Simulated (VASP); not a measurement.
# Te (P3_121) in VASP: notebook, part 2 of 3

VASP 6.6.1. The steps go on from the part before.

## Step 3: Single point, PBE

This run uses another cell than the first one, of 35.14 Å³/atom.

INCAR

```
SYSTEM = Te
PREC = Accurate
ENCUT = 520
EDIFF = 1E-6
ISMEAR = 0
SIGMA = 0.1
LREAL = .False.
LASPH = .True.
NELM = 100
ALGO = Normal
ISIF = 2
LWAVE = .False.
LCHARG = .False.
GGA = PE
NBANDS = 16
```

KPOINTS

```
regular mesh
0
Gamma
  7 7 5
  0 0 0
```

POSCAR

```
Te
1.0
    4.5215955599      0.0000000000      0.0000000000
   -2.2607977799      3.9158166205      0.0000000000
    0.0000000000      0.0000000000      5.9539551523
Te
3
Direct
    0.2680156283      0.0000000000      0.3333333333
    0.0000000000      0.2680156283      0.6666666667
    0.7319843717      0.7319843717      0.0000000000
```

Potentials or basis: VASP PAW PBE potentials, release 64 (Te).

On the command line:

```
$ cat potpaw_PBE.64/Te/POTCAR > POTCAR
$ mpirun -np 1 vasp_std > vasp.out
```

OUTCAR:

```text
SYSTEM = Te
   PREC = Accurate
   ENCUT = 520
   EDIFF = 1E-6
   ISMEAR = 0
   LREAL = .False.
   LASPH = .True.
   NELM = 100
   ISIF = 2
   GGA = PE

 ion  position               nearest neighbor table
   1  0.268  0.000  0.333-   3 2.89   2 2.89   3 3.51   3 3.51   2 3.51   2 3.51
   2  0.000  0.268  0.667-   3 2.89   1 2.89   3 3.51   3 3.51   1 3.51   1 3.51
   3  0.732  0.732  0.000-   2 2.89   1 2.89   2 3.51   1 3.51   1 3.51   2 3.51

  LATTYP: Found a hexagonal cell.
 ALAT       =     4.5215955599
 C/A-ratio  =     1.3167818911

  Lattice vectors:

 A1 = (   4.5215955599,   0.0000000000,   0.0000000000)
 A2 = (  -2.2607977799,   3.9158166205,   0.0000000000)
 A3 = (   0.0000000000,   0.0000000000,   5.9539551523)

Analysis of symmetry for initial positions (statically):
=====================================================================
 Subroutine PRICEL returns:
 Original cell was already a primitive cell.

 Routine SETGRP: Setting up the symmetry group for a
 hexagonal supercell.

 Subroutine GETGRP returns: Found  6 space group operations
 (whereof  2 operations were pure point group operations)
 out of a pool of 24 trial point group operations.

The static configuration has the point symmetry C_2 .
 The point group associated with its full space group is D_3 .

Analysis of symmetry for dynamics (positions and initial velocities):
=====================================================================
 Subroutine PRICEL returns:
 Original cell was already a primitive cell.

 Routine SETGRP: Setting up the symmetry group for a
 hexagonal supercell.

 Subroutine GETGRP returns: Found  6 space group operations
 (whereof  2 operations were pure point group operations)
 out of a pool of 24 trial point group operations.

The dynamic configuration has the point symmetry C_2 .
 The point group associated with its full space group is D_3 .

 Subroutine INISYM returns: Found  6 space group operations
 (whereof  2 operations are pure point group operations),
 and found     1 'primitive' translations

----------------------------------------------------------------------------------------

                                     Primitive cell

  volume of cell :     105.4192

  direct lattice vectors                    reciprocal lattice vectors
     4.521595560  0.000000000  0.000000000     0.221160868  0.127687287  0.000000000
    -2.260797780  3.915816620  0.000000000     0.000000000  0.255374574  0.000000000
     0.000000000  0.000000000  5.953955152     0.000000000  0.000000000  0.167955582

  length of vectors
     4.521595560  4.521595560  5.953955152     0.255374574  0.255374574  0.167955582

  position of ions in fractional coordinates (direct lattice)
     0.268015628  0.000000000  0.333333333
     0.000000000  0.268015628  0.666666667
     0.731984372  0.731984372  0.000000000

  ion indices of the primitive-cell ions
   primitive index   ion index
                 1           1
                 2           2
                 3           3

----------------------------------------------------------------------------------------

 KPOINTS: regular mesh

Automatic generation of k-mesh.
 Grid dimensions read from file:
 generate k-points for:    7    7    5

 Generating k-lattice:

  Cartesian coordinates                     Fractional coordinates (reciprocal lattice)
     0.031594410  0.018241041  0.000000000     0.142857143  0.000000000  0.000000000
     0.000000000  0.036482082  0.000000000     0.000000000  0.142857143  0.000000000
     0.000000000  0.000000000  0.033591116     0.000000000  0.000000000  0.200000000

  Length of vectors
     0.036482082  0.036482082  0.033591116

  Shift w.r.t. Gamma in fractional coordinates (k-lattice)
     0.000000000  0.000000000  0.000000000

 Subroutine IBZKPT returns following result:
 ===========================================

 Found     32 irreducible k-points:

 Following reciprocal coordinates:
            Coordinates               Weight
  0.000000  0.000000  0.000000      1.000000
  0.142857  0.000000  0.000000      6.000000
  0.285714 -0.000000  0.000000      6.000000
  0.428571  0.000000  0.000000      6.000000
  0.142857  0.142857  0.000000      6.000000
  0.285714  0.142857  0.000000     12.000000
[... 16 lines left out ...]
  0.000000  0.142857  0.400000      6.000000
  0.285714 -0.000000  0.400000      6.000000
 [... further k-points ...]
   k-points           NKPTS =     32   k-points in BZ     NKDIM =     32   number of bands    NBANDS=     16
   number of dos      NEDOS =    301   number of ions     NIONS =      3
   total plane-waves  NPLWV =  62208
   dimension x,y,z NGX =    36 NGY =   36 NGZ =   48
   dimension x,y,z NGXF=    72 NGYF=   72 NGZF=   96
   ions per type =               3
   NGX,Y,Z   is equivalent  to a cutoff of  13.24, 13.24, 13.40 a.u.
   NGXF,Y,Z  is equivalent  to a cutoff of  26.47, 26.47, 26.81 a.u.
 SYSTEM =  Te
   PREC   = accura    normal or accurate (medium, high low for compatibility)
   ISTART =      0    job   : 0-new  1-cont  2-samecut
   ICHARG =      2    charge: 1-file 2-atom 10-const
   ISPIN  =      1    spin polarized calculation?
   LNONCOLLINEAR =      F non collinear calculations
   LSORBIT =      F    spin-orbit coupling
   LASPH  =      T    aspherical Exc in radial PAW
   ENCUT  =  520.0 eV  38.22 Ry    6.18 a.u.   8.41  8.41 11.07*2*pi/ulx,y,z
   NELM   =    100;   NELMIN=  2; NELMDL= -5     # of ELM steps
   EDIFF  = 0.1E-05   stopping-criterion for ELM
   LREAL  =      F    real-space projection
   EDIFFG = 0.1E-04   stopping-criterion for IOM
   NSW    =      0    number of steps for IOM
   IBRION =     -1    ionic relax: 0-MD 1-quasi-New 2-CG
   NFREE  =      0    steps in history (QN), initial steepest desc. (CG)
   ISIF   =      2    stress and relaxation
   ISYM   =      2    0-nonsym 1-usesym 2-fastsym
   POTIM  = 0.5000    time-step for ionic-motion
   TEBEG  =    0.0;   TEEND  =   0.0 temperature during run
   PSTRESS=    0.0 pullay stress
   NELECT =      18.0000    total number of electrons
   NUPDOWN=      -1.0000    fix difference up-down
   EMIN   =  10.00;   EMAX   =-10.00  energy-range for DOS
   EFERMI =   0.00;   METHOD = LEGACY
   ISMEAR =     0;   SIGMA  =   0.10  broadening in eV -4-tet -1-fermi 0-gaus
   EFERMI_NEDOS =   21; number of points for ismear=-14 and -15
   IALGO  =     38    algorithm
   IMIX   =      4    mixing-type and parameters
     AMIX     =   0.40;   BMIX     =  1.00
     AMIX_MAG =   1.60;   BMIX_MAG =  1.00
  volume/ion in A,a.u.               =      35.14       237.13
  Fermi-wavevector in a.u.,A,eV,Ry     =   0.908223  1.716292 11.223022  0.824869
  Thomas-Fermi vector in A             =   2.032124
   LORBIT       =      0    0 simple, 1 ext, 2 COOP (PROOUT), +10 PAW based schemes
   GGA     = PE    functional components
   LHFCALC =     F    Hartree Fock is set to
   AEXX    =    0.0000 exact exchange contribution
   IVDW    =     0    specifies the selected vdW correction
   LEPSILON=     F    determine dielectric tensor
   LRPA    =     F    only Hartree local field effects (RPA)
 non-spin polarized calculation
 Gauss-broadening in eV      SIGMA  =   0.10
  energy-cutoff  :      520.00
  volume of cell :      105.42
 maximum number of plane-waves:      2896
 NGX is ok and might be reduce to    36
   NGX = 17   NGY = 17   NGZ = 23

 number of electron      17.9999999 magnetization

 Free energy of the ion-electron system (eV)
  ---------------------------------------------------
  ext. energy  EPLUGINS =         0.00000000
  ---------------------------------------------------
  free energy    TOTEN  =        -9.43117380 eV

  energy without entropy =       -9.43117365  energy(sigma->0) =       -9.43117373

 E-fermi :   5.6857     XC(G=0):  -8.9154

 val. band max:        5.3624717622   @ k =   0.2857   0.2857   0.4000
 cond. band min:       5.9813398434   @ k =   0.0000   0.0000   0.4000
 fundamental gap:      0.6188680812
 Fermi energy:         5.6857032242

 k-point     1 :       0.0000    0.0000    0.0000
  band No.  band energies     occupation
      1      -7.8580      2.00000
      2      -4.6921      2.00000
      3      -4.6921      2.00000
      4       2.5352      2.00000
      5       2.7951      2.00000
      6       2.7951      2.00000
[... 433 lines left out ...]
      3      -3.7615      2.00000
      4       1.1520      2.00000
      5       2.1433      2.00000
      6       2.3470      2.00000
[... 8 lines left out ...]
     15      11.5471      0.00000
     16      12.1545      0.00000

 [... further k-points ...]

------------------------ aborting loop because EDIFF is reached ----------------------------------------

  FORCE on cell =-STRESS in cart. coord.  units (eV):
  Direction    XX          YY          ZZ          XY          YZ          ZX
  --------------------------------------------------------------------------------------
  -------------------------------------------------------------------------------------
  Total        0.0049366      0.0049366      0.0047298      0.0000000      0.0000000     -0.0000000
  in kB        0.0750275      0.0750275      0.0718847      0.0000000      0.0000000     -0.0000000
  external PRESSURE =       0.0739799 kB  Pullay stress =       0.0000000 kB

 VOLUME and BASIS-vectors are now :
 -----------------------------------------------------------------------------
  energy-cutoff  :      520.00
  volume of cell :      105.42
      direct lattice vectors                 reciprocal lattice vectors
     4.521595560  0.000000000  0.000000000     0.221160868  0.127687287  0.000000000
    -2.260797780  3.915816620  0.000000000     0.000000000  0.255374574  0.000000000
     0.000000000  0.000000000  5.953955152     0.000000000  0.000000000  0.167955582

 POSITION                                       TOTAL-FORCE (eV/Angst)
 -----------------------------------------------------------------------------------
      1.21186      0.00000      1.98465         0.008258     -0.000000     -0.000000
     -0.60593      1.04950      3.96930        -0.004129      0.007152      0.000000
      1.65487      2.86632      0.00000        -0.004129     -0.007152     -0.000000
 -----------------------------------------------------------------------------------
    total drift:                                0.000000     -0.000000      0.000000

  FREE ENERGIE OF THE ION-ELECTRON SYSTEM (eV)
  ---------------------------------------------------
  free  energy   TOTEN  =        -9.4311738027 eV

  energy  without entropy=       -9.4311736483  energy(sigma->0) =       -9.43117373
```

OSZICAR:

```text
N       E                     dE             d eps       ncg     rms          rms(c)
DAV:   1     0.733124985485E+02    0.73312E+02   -0.64529E+03  1024   0.892E+02
DAV:   2    -0.465411141334E+01   -0.77967E+02   -0.73979E+02  1352   0.137E+02
DAV:   3    -0.936505428087E+01   -0.47109E+01   -0.46867E+01  1272   0.370E+01
DAV:   4    -0.944850037798E+01   -0.83446E-01   -0.83439E-01  1552   0.569E+00
DAV:   5    -0.944989625827E+01   -0.13959E-02   -0.13959E-02  1320   0.637E-01    0.115E+01
DAV:   6    -0.943391968747E+01    0.15977E-01   -0.17828E-02  1368   0.788E-01    0.731E+00
DAV:   7    -0.943178689651E+01    0.21328E-02   -0.39374E-02  1264   0.118E+00    0.298E-01
DAV:   8    -0.943110607549E+01    0.68082E-03   -0.70324E-03  1208   0.453E-01    0.150E-01
DAV:   9    -0.943113842335E+01   -0.32348E-04   -0.19963E-04  1568   0.896E-02    0.110E-01
DAV:  10    -0.943117797743E+01   -0.39554E-04   -0.53868E-05  1296   0.452E-02    0.194E-02
DAV:  11    -0.943117355082E+01    0.44266E-05   -0.14016E-05  1360   0.225E-02    0.938E-03
DAV:  12    -0.943117380267E+01   -0.25185E-06   -0.15581E-06  1040   0.734E-03
   1 F= -.94311738E+01 E0= -.94311737E+01  d E =-.154417E-06
```

stdout:

```text
POSCAR found type information on POSCAR Te
 POSCAR found :  1 types and       3 ions
 scaLAPACK will be used
 LDA part: xc-table for (Slater+PW92), standard interpolation
 POSCAR, INCAR and KPOINTS ok, starting setup
 FFT: planning ... GRIDC
 FFT: planning ... GRID_SOFT
 FFT: planning ... GRID
 WAVECAR not read
 entering main loop
```

Wall time 21 s (1 thread of AMD EPYC 9R45 (Zen 5), shared host); peak memory 0.21 GiB.

Results:

| Item | Value |
| --- | --- |
| Free energy | -9.4312 eV |
| Pressure | 0.0 GPa |
| Largest force | 0.008 eV/Å |
| Band gap on the k mesh | 0.62 eV (least direct gap 0.80 eV) |

Forces on the atoms (eV/Å):
```
Te   0.008  0.000  0.000
Te  -0.004  0.007  0.000
Te  -0.004 -0.007  0.000
```

Caveat: spin-orbit coupling is left out, which moves the levels of the heavy elements. A k mesh can miss the band edges.

## Step 4: Relaxation of cell and atoms, PBE

This run uses another cell than the first one, of 33.93 Å³/atom.

INCAR

```
SYSTEM = Te
ALGO = Normal ; EDIFF = 1E-6
EDIFFG = -0.005 ; ENCUT = 600
GGA = PE ; IBRION = 2
ISIF = 3 ; ISMEAR = 0
LASPH = .True. ; LCHARG = .False.
LREAL = .False. ; LWAVE = .False.
NELM = 80 ; NSW = 80
PREC = Accurate ; SIGMA = 0.1
```

KPOINTS

```
k-points
0
Gamma
  7 7 5
  0 0 0
```

POSCAR

```
Te
1.0
    4.4540000000      0.0000000000      0.0000000000
   -2.2270000000      3.8572770000      0.0000000000
    0.0000000000      0.0000000000      5.9240000000
Te
3
Direct
    0.2690000000      0.0000000000      0.3333333333
    0.0000000000      0.2690000000      0.6666666667
    0.7310000000      0.7310000000      0.0000000000
```

On the command line:

```
$ cat potpaw_PBE.64/Te/POTCAR > POTCAR
$ mpirun -np 1 vasp_std > vasp.out
```

It took 87 s on 1 thread of AMD EPYC 9R45 (Zen 5), shared host; peak memory 0.23 GiB.

The run converged. Its results:

| Item | Value |
| --- | --- |
| Free energy | -9.4311 eV |
| Relaxed volume | 35.09 Å³/atom |
| Relaxed cell | a = 4.519 Å, b = 4.519 Å, c = 5.953 Å, α = 90.00°, β = 90.00°, γ = 120.00° |
| Space group after relaxing (to 0.1 Å) | P3_121 (No. 152) |
| Energy gained by relaxing | 4.7 meV/atom |
| Ionic steps | 10 |
| Pressure after relaxing | 0.0 GPa |
| Band gap on the k mesh | 0.61 eV (least direct gap 0.80 eV) |

Step by step:
```tsv
step	energy change (eV)	largest force (eV/Å)	pressure (GPa)	volume (Å³)
1	0.0000	0.1600	1.45	101.78
2	-0.0076	0.1055	-0.83	106.38
3	-0.0133	0.0057	0.02	104.51
4	-0.0135	0.0071	0.02	104.59
5	-0.0139	0.0114	0.02	104.83
6	-0.0139	0.0129	0.01	104.92
7	-0.0140	0.0116	0.00	105.02
8	-0.0140	0.0078	-0.03	105.31
9	-0.0140	0.0038	0.02	105.24
10	-0.0140	0.0006	0.01	105.26
```

Final structure:
```xyz
3
Lattice="4.5186 0.0000 0.0000 -2.2593 3.9132 0.0000 0.0000 0.0000 5.9527" Properties=species:S:1:pos:R:3 pbc="T T T"
Te    1.2138    0.0000    1.9842
Te    3.9117    1.0511    3.9685
Te    1.6524    2.8621    0.0000
```

Levels at points of the mesh, in eV from the valence-band top:
| k point | band 6 | band 7 | band 8 | band 9 | band 10 | band 11 | band 12 | band 13 |
| --- | --- | --- | --- | --- | --- | --- | --- | --- |
| (0.00, 0.00, 0.00) | -2.56 | -1.47 | -1.47 | -0.66 | 1.14 | 1.14 | 1.70 | 5.20 |

Caveat: spin-orbit coupling is left out, which moves the levels of the heavy elements. Zero-point motion and thermal expansion aren't in these numbers.

(Continued in part 3 of 3.)
